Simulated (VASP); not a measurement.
# GaAs in VASP: notebook

The runs below take GaAs through single point, with PBEsol.

Everything below comes from runs of VASP 6.6.1. Logs are shortened: lines on timing, memory, paths and dates and some standing lists are left out, and cuts for length are marked.

**1. The cell of the first run**

It takes space group I-4m2 (No. 119, tetragonal). Conventional cell: a = 3.918 Å, b = 3.918 Å, c = 5.654 Å, α = 90.00°, β = 90.00°, γ = 90.00°. Within 3.2 Å of As (site symmetry -4m2) lie 4 Ga at 2.42 Å. Ga (site symmetry -4m2) has 4 As at 2.42 Å within 3.2 Å.

**2. Single point, PBEsol**

File INCAR:

```
SYSTEM = GaAs
ALGO = Normal
EDIFF = 1E-6
ENCUT = 520
GGA = PS
ISIF = 2
ISMEAR = -1
LASPH = .TRUE.
LCHARG = .TRUE.
LELF = .TRUE.
LREAL = .FALSE.
LVHAR = .TRUE.
LWAVE = .FALSE.
NBANDS = 16
NELM = 60
PREC = Accurate
SIGMA = 0.05
```

File KPOINTS:

```
k-points
0
G
  7 7 7
  0 0 0
```

File POSCAR:

```
GaAs
1.0
    0.0000000000      2.7703130000      2.8268500000
    2.7703130000      0.0000000000      2.8268500000
    2.7703130000      2.7703130000      0.0000000000
As Ga
1 1
Direct
    0.7500000000      0.7500000000      0.7500000000
    0.0000000000      0.0000000000      0.0000000000
```

Potentials or basis: VASP PAW PBE potentials, release 64 (As, Ga_d).

On the command line:

```
$ cat potpaw_PBE.64/As/POTCAR potpaw_PBE.64/Ga_d/POTCAR > POTCAR
$ mpirun -np 1 vasp_std > vasp.out
```

OUTCAR:

```text
SYSTEM = GaAs
   EDIFF = 1E-6
   ENCUT = 520
   GGA = PS
   ISIF = 2
   ISMEAR = -1
   LASPH = .TRUE.
   LREAL = .FALSE.
   NELM = 60
   PREC = Accurate

 ion  position               nearest neighbor table
   1  0.750  0.750  0.750-   2 2.42   2 2.42   2 2.42   2 2.42
   2  0.000  0.000  0.000-   1 2.42   1 2.42   1 2.42   1 2.42

  LATTYP: Found a body centered tetragonal cell.
 ALAT       =     3.9178142166
 C/A-ratio  =     1.4430750636

  Lattice vectors:

 A1 = (  -2.7703130000,   0.0000000000,   2.8268500000)
 A2 = (   2.7703130000,   0.0000000000,   2.8268500000)
 A3 = (   0.0000000000,   2.7703130000,  -2.8268500000)

Analysis of symmetry for initial positions (statically):
=====================================================================
 Subroutine PRICEL returns:
 Original cell was already a primitive cell.

 Routine SETGRP: Setting up the symmetry group for a
 body centered tetragonal supercell.

 Subroutine GETGRP returns: Found  8 space group operations
 (whereof  8 operations were pure point group operations)
 out of a pool of 16 trial point group operations.

The static configuration has the point symmetry D_2d.

Analysis of symmetry for dynamics (positions and initial velocities):
=====================================================================
 Subroutine PRICEL returns:
 Original cell was already a primitive cell.

 Routine SETGRP: Setting up the symmetry group for a
 body centered tetragonal supercell.

 Subroutine GETGRP returns: Found  8 space group operations
 (whereof  8 operations were pure point group operations)
 out of a pool of 16 trial point group operations.

The dynamic configuration has the point symmetry D_2d.

 Subroutine INISYM returns: Found  8 space group operations
 (whereof  8 operations are pure point group operations),
 and found     1 'primitive' translations

----------------------------------------------------------------------------------------

                                     Primitive cell

  volume of cell :      43.3901

  direct lattice vectors                    reciprocal lattice vectors
     0.000000000  2.770313000  2.826850000    -0.180485021  0.180485021  0.176875321
     2.770313000  0.000000000  2.826850000     0.180485021 -0.180485021  0.176875321
     2.770313000  2.770313000  0.000000000     0.180485021  0.180485021 -0.176875321

  length of vectors
     3.957993815  3.957993815  3.917814217     0.310539152  0.310539152  0.310539152

[... 79 lines left out ...]
   NELM   =     60;   NELMIN=  2; NELMDL= -5     # of ELM steps
   EDIFF  = 0.1E-05   stopping-criterion for ELM
   LREAL  =      F    real-space projection
   EDIFFG = 0.1E-04   stopping-criterion for IOM
   NSW    =      0    number of steps for IOM
   IBRION =     -1    ionic relax: 0-MD 1-quasi-New 2-CG
   NFREE  =      0    steps in history (QN), initial steepest desc. (CG)
   ISIF   =      2    stress and relaxation
   ISYM   =      2    0-nonsym 1-usesym 2-fastsym
   POTIM  = 0.5000    time-step for ionic-motion
   TEBEG  =    0.0;   TEEND  =   0.0 temperature during run
   PSTRESS=    0.0 pullay stress
   NELECT =      18.0000    total number of electrons
   NUPDOWN=      -1.0000    fix difference up-down
   EMIN   =  10.00;   EMAX   =-10.00  energy-range for DOS
   EFERMI =   0.00;   METHOD = LEGACY
   ISMEAR =    -1;   SIGMA  =   0.05  broadening in eV -4-tet -1-fermi 0-gaus
   EFERMI_NEDOS =   21; number of points for ismear=-14 and -15
   IALGO  =     38    algorithm
   IMIX   =      4    mixing-type and parameters
     AMIX     =   0.40;   BMIX     =  1.00
     AMIX_MAG =   1.60;   BMIX_MAG =  1.00
  volume/ion in A,a.u.               =      21.70       146.41
  Fermi-wavevector in a.u.,A,eV,Ry     =   1.220962  2.307284 20.282864  1.490748
  Thomas-Fermi vector in A             =   2.356161
   LORBIT       =      0    0 simple, 1 ext, 2 COOP (PROOUT), +10 PAW based schemes
   GGA     = PS    functional components
   LHFCALC =     F    Hartree Fock is set to
   AEXX    =    0.0000 exact exchange contribution
   IVDW    =     0    specifies the selected vdW correction
   LEPSILON=     F    determine dielectric tensor
   LRPA    =     F    only Hartree local field effects (RPA)
 non-spin polarized calculation
  energy-cutoff  :      520.00
  volume of cell :       43.39
 maximum number of plane-waves:      1195
 NGX is ok and might be reduce to    30
   NGX = 15   NGY = 15   NGZ = 15

 number of electron      18.0000013 magnetization

 Free energy of the ion-electron system (eV)
  ---------------------------------------------------
  ext. energy  EPLUGINS =         0.00000000
  ---------------------------------------------------
  free energy    TOTEN  =        -9.05802001 eV

  energy without entropy =       -9.05801456  energy(sigma->0) =       -9.05801728

 E-fermi :   4.6139     XC(G=0):  -9.9537

 val. band max:        4.2373437488   @ k =   0.0000   0.0000   0.0000
 cond. band min:       4.9540110382   @ k =   0.0000   0.0000   0.0000
 fundamental gap:      0.7166672894
 Fermi energy:         4.6139402567

 k-point     1 :       0.0000    0.0000    0.0000
  band No.  band energies     occupation
      1     -10.6668      2.00000
      2     -10.6617      2.00000
      3     -10.6617      2.00000
      4     -10.5743      2.00000
      5     -10.5721      2.00000
      6      -8.8555      2.00000
[... 433 lines left out ...]
      3     -10.6234      2.00000
      4     -10.5792      2.00000
      5     -10.5705      2.00000
      6      -6.6372      2.00000
[... 8 lines left out ...]
     15      15.3088      0.00000
     16      16.7179      0.00000

 [... further k-points ...]

------------------------ aborting loop because EDIFF is reached ----------------------------------------

  FORCE on cell =-STRESS in cart. coord.  units (eV):
  Direction    XX          YY          ZZ          XY          YZ          ZX
  --------------------------------------------------------------------------------------
  -------------------------------------------------------------------------------------
  Total        1.0600564      1.0600564      0.7103320      0.0000000      0.0000000      0.0000000
  in kB       39.1425482     39.1425482     26.2289880      0.0000000      0.0000000      0.0000000
  external PRESSURE =      34.8380281 kB  Pullay stress =       0.0000000 kB

 VOLUME and BASIS-vectors are now :
 -----------------------------------------------------------------------------
  energy-cutoff  :      520.00
  volume of cell :       43.39
      direct lattice vectors                 reciprocal lattice vectors
     0.000000000  2.770313000  2.826850000    -0.180485021  0.180485021  0.176875321
     2.770313000  0.000000000  2.826850000     0.180485021 -0.180485021  0.176875321
     2.770313000  2.770313000  0.000000000     0.180485021  0.180485021 -0.176875321

 POSITION                                       TOTAL-FORCE (eV/Angst)
 -----------------------------------------------------------------------------------
      4.15547      4.15547      4.24027        -0.000000     -0.000000     -0.000000
      0.00000      0.00000      0.00000         0.000000      0.000000      0.000000
 -----------------------------------------------------------------------------------
    total drift:                                0.000001      0.000001     -0.000001

  FREE ENERGIE OF THE ION-ELECTRON SYSTEM (eV)
  ---------------------------------------------------
  free  energy   TOTEN  =        -9.0580200123 eV

  energy  without entropy=       -9.0580145570  energy(sigma->0) =       -9.05801728
```

OSZICAR:

```text
N       E                     dE             d eps       ncg     rms          rms(c)
DAV:   1     0.826257578449E+02    0.82626E+02   -0.88741E+03  1320   0.156E+03
DAV:   2    -0.282523771022E+01   -0.85451E+02   -0.81312E+02  1480   0.312E+02
DAV:   3    -0.918033487958E+01   -0.63551E+01   -0.63361E+01  1600   0.654E+01
DAV:   4    -0.927128924220E+01   -0.90954E-01   -0.90946E-01  1576   0.864E+00
DAV:   5    -0.927252778479E+01   -0.12385E-02   -0.12385E-02  1640   0.927E-01    0.308E+00
DAV:   6    -0.909547112388E+01    0.17706E+00   -0.22927E-01  1984   0.969E+00    0.182E+00
DAV:   7    -0.905960928927E+01    0.35862E-01   -0.65969E-02  1936   0.221E+00    0.541E-01
DAV:   8    -0.905781476382E+01    0.17945E-02   -0.99035E-03  1544   0.115E+00    0.124E-01
DAV:   9    -0.905797046287E+01   -0.15570E-03   -0.71467E-04  1640   0.316E-01    0.407E-02
DAV:  10    -0.905800054545E+01   -0.30083E-04   -0.58536E-05  1944   0.834E-02    0.219E-02
DAV:  11    -0.905802003912E+01   -0.19494E-04   -0.22299E-05  1496   0.498E-02    0.317E-03
DAV:  12    -0.905802001233E+01    0.26792E-07   -0.88734E-07  1232   0.161E-02
   1 F= -.90580200E+01 E0= -.90580173E+01  d E =-.545529E-05
```

Run time: 63 s. Hardware: 1 thread of Intel Xeon 8259CL, shared host; peak memory 0.18 GiB.

Results:

| Item | Value |
| --- | --- |
| Free energy | -9.0580 eV |
| Pressure | 3.5 GPa |
| Band gap on the k mesh | 0.72 eV |

Caveat: the cell stands under pressure; the PAW data sets were made with another functional, which shifts forces and pressure a little; an odd mesh through Γ misses points on the zone boundary, where band edges can lie.

**3. Single point, PBEsol**

This run uses another cell than the first one, of 22.14 Å³/atom.

File INCAR:

```
PREC = Accurate ; ENCUT = 520
EDIFF = 1E-7 ; ISMEAR = -1
SIGMA = 0.05 ; LREAL = False
LASPH = True ; NELM = 80
ALGO = Normal ; ISIF = 2
LWAVE = False ; LCHARG = False
GGA = PS ; NBANDS = 16
```

File KPOINTS:

```
Automatic mesh
0
Gamma
  7 7 7
```

File POSCAR:

```
GaAs
1.0
    0.0000000000      2.7985815000      2.8268500000
    2.7985815000      0.0000000000      2.8268500000
    2.7985815000      2.7985815000      0.0000000000
As Ga
1 1
Direct
    0.7500000000      0.7500000000      0.7500000000
    0.0000000000      0.0000000000      0.0000000000
```

Potentials or basis: VASP PAW PBE potentials, release 64 (As, Ga_d).

On the command line:

```
$ cat potpaw_PBE.64/As/POTCAR potpaw_PBE.64/Ga_d/POTCAR > POTCAR
$ mpirun -np 1 vasp_std > vasp.out
```

Wall time 42 s (1 thread of Intel Xeon 8259CL, shared host); peak memory 0.18 GiB.

It converged, with:

* Free energy: -9.0745 eV
* Pressure: 1.8 GPa
* Band gap on the k mesh: 0.59 eV

Stress tensor (GPa, compression positive):
```
2.04 0.00 0.00
0.00 2.04 0.00
0.00 0.00 1.41
```

Levels at points of the mesh, in eV from the valence-band top:
```tsv
k point	band 5	band 6	band 7	band 8	band 9	band 10	band 11	band 12	band 13	band 14
(0.00, 0.00, 0.00)	-14.75	-12.92	-0.06	0.00	0.00	0.59	3.66	3.66	3.69	7.43
```

Caveat: the PAW data sets were made with another functional, which shifts forces and pressure a little; an odd mesh through Γ misses points on the zone boundary, where band edges can lie.

**4. Single point, PBEsol**

This run uses another cell than the first one, of 23.04 Å³/atom.

File INCAR:

```
ALGO = Normal
EDIFF = 1E-6
ENCUT = 520
GGA = PS
ISIF = 2
ISMEAR = -1
LASPH = T
LCHARG = T
LELF = T
LREAL = F
LVHAR = T
LWAVE = F
NBANDS = 16
NELM = 60
PREC = Accurate
SIGMA = 0.05
```

File KPOINTS:

```
k-points
0
Gamma
  7 7 7
```

File POSCAR:

```
GaAs
1.0
    0.0000000000      2.8551185000      2.8268500000
    2.8551185000      0.0000000000      2.8268500000
    2.8551185000      2.8551185000      0.0000000000
As Ga
1 1
Direct
    0.7500000000      0.7500000000      0.7500000000
    0.0000000000      0.0000000000      0.0000000000
```

On the command line:

```
$ cat potpaw_PBE.64/As/POTCAR potpaw_PBE.64/Ga_d/POTCAR > POTCAR
$ mpirun -np 1 vasp_std > vasp.out
```

Run time: 48 s. Hardware: 1 thread of Intel Xeon 8259CL, shared host; peak memory 0.18 GiB.

Results (log left out):

- Free energy: -9.0785 eV
- Pressure: -1.0 GPa
- Band gap on the k mesh: 0.27 eV

Stress tensor (GPa, compression positive):
```
-1.21  0.00  0.00
 0.00 -1.21  0.00
 0.00  0.00 -0.62
```

Levels at points of the mesh, in eV from the valence-band top:
| k point | band 6 | band 7 | band 8 | band 9 | band 10 | band 11 | band 12 | band 13 |
| --- | --- | --- | --- | --- | --- | --- | --- | --- |
| (0.00, 0.00, 0.00) | -12.65 | -0.06 | -0.06 | 0.00 | 0.27 | 3.63 | 3.65 | 3.65 |

Caveat: the PAW data sets were made with another functional, which shifts forces and pressure a little.

(Continued in part 2 of 2.)
